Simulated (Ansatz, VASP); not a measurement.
**Two plane-wave programs on Hf**

INCAR

```
SYSTEM = Hf
ALGO = Normal
DIPOL = 0.5 0.5 0.500
EDIFF = 1E-6
ENCUT = 520
GGA = PS
IDIPOL = 3
ISIF = 2
ISMEAR = -1
LASPH = .TRUE.
LCHARG = .FALSE.
LDIPOL = .TRUE.
LREAL = .FALSE.
LWAVE = .FALSE.
NBANDS = 28
NELM = 80
PREC = Accurate
SIGMA = 0.05
```

Contents of KPOINTS:

```
k-points
0
G
  10 7 1
  0 0 0
```

POSCAR

```
Hf
1.0
    3.1589152031      0.0000000000      0.0000000000
    0.0000000000      4.9985932680      0.0000000000
    0.0000000000      0.0000000000     19.6476000000
Hf
4
Direct
    0.0000000000      0.7500000000      0.4071743853
    0.5000000000      0.2500000000      0.4535871930
    0.5000000000      0.7500000000      0.5464128070
    0.0000000000      0.2500000000      0.5928256147
```

Input for Ansatz:

```yaml
crystal:
  lattice:
    - [3.1589152031, 0.0, 0.0]
    - [0.0, 4.998593268, 0.0]
    - [0.0, 0.0, 19.6476]
  atoms:
    - { symbol: Hf, position: [0.0, 0.75, 0.4071743853] }
    - { symbol: Hf, position: [0.5, 0.25, 0.453587193] }
    - { symbol: Hf, position: [0.5, 0.75, 0.546412807] }
    - { symbol: Hf, position: [0.0, 0.25, 0.5928256147] }
kpoints:
  mp_grid: { grid: [10, 7, 1] }
scf:
  occupations: { method: fermi_dirac, width: 0.05 }
hamiltonian:
  xc: pbesol
  pseudopotentials: { kind: paw }
output:
  forces: true
  stress: true
  eigenvalues: true
  populations: true
efield:
  axis: 3
  amplitude: 0
  dipole_correction: true
```

Alike in both runs: task single point; functional PBEsol; k mesh 10 × 7 × 1; occupations fermi-dirac, width 0.05 eV; no spin polarisation.

|  | VASP | Ansatz |
| --- | --- | --- |
| version | VASP 6.6.1 | Ansatz 0.2.0 |
| potentials or method | VASP PAW PBE potentials, release 64 (Hf_pv) | PAW with Ansatz's default frozen-core files, scalar-relativistic |
| plane-wave cutoff (eV) | 520 | 420 |
| valence electrons in the cell | 40 | 104 |

|  | VASP | Ansatz | Ansatz less VASP |
| --- | --- | --- | --- |
| rms of the force components (eV/Å) | 0.327 | 0.307 | -0.0200 |

VASP's potentials were made for PBE, not for PBEsol. Atom by atom the forces differ by 0.020 eV/Å (rms over components). With one functional, cell and mesh, what is left measures potentials, basis and numerics. VASP's potentials hold 40 valence electrons a cell and Ansatz's 104, so a difference there can come from the potentials and not from the codes.

Spin-orbit coupling is off throughout.
